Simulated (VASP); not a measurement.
A run of VASP 6.6.1 is set up as follows.

File INCAR:

```
ALGO     = Normal         # electronic algorithm
EDIFF    = 1E-7           # SCF threshold, eV
ENCUT    = 520            # plane-wave cutoff, eV
GGA      = PE             # functional
ISIF     = 2              # what is computed and relaxed
ISMEAR   = -1             # smearing method
LASPH    = T              # aspherical terms in the spheres
LCHARG   = T              # write CHGCAR
LELF     = T              # ELF
LREAL    = F              # projectors in reciprocal space
LVHAR    = T            
LWAVE    = F              # write WAVECAR
NBANDS   = 17             # bands
NELM     = 100            # most SCF steps
PREC     = Accurate       # precision mode
SIGMA    = 0.05           # smearing width, eV
```

The input KPOINTS:

```
k-points
0
Gamma
  14 14 14
```

File POSCAR:

```
Hf
1.0
   -2.6269914606      2.6269914606      1.4356793123
    2.6269914606     -2.6269914606      1.4356793123
    2.6269914606      2.6269914606     -1.4356793123
Hf
2
Direct
   -0.3750000000     -0.1250000000     -0.2500000000
    0.3750000000      0.1250000000      0.2500000000
```

Potentials or basis: VASP PAW PBE potentials, release 64 (Hf_pv).

Launch:

```console
$ cat potpaw_PBE.64/Hf_pv/POTCAR > POTCAR
$ mpirun -np 1 vasp_std > vasp.out
```

(1) Predict the band gap on the k mesh.

(2) Predict the pressure.

## Answers

(1) zero (band 10 reaches 5.61 eV, above the bottom of band 11 at 4.55 eV).

(2) 18.2 GPa.

Caveat: spin-orbit coupling is left out, which moves the levels of the heavy elements.
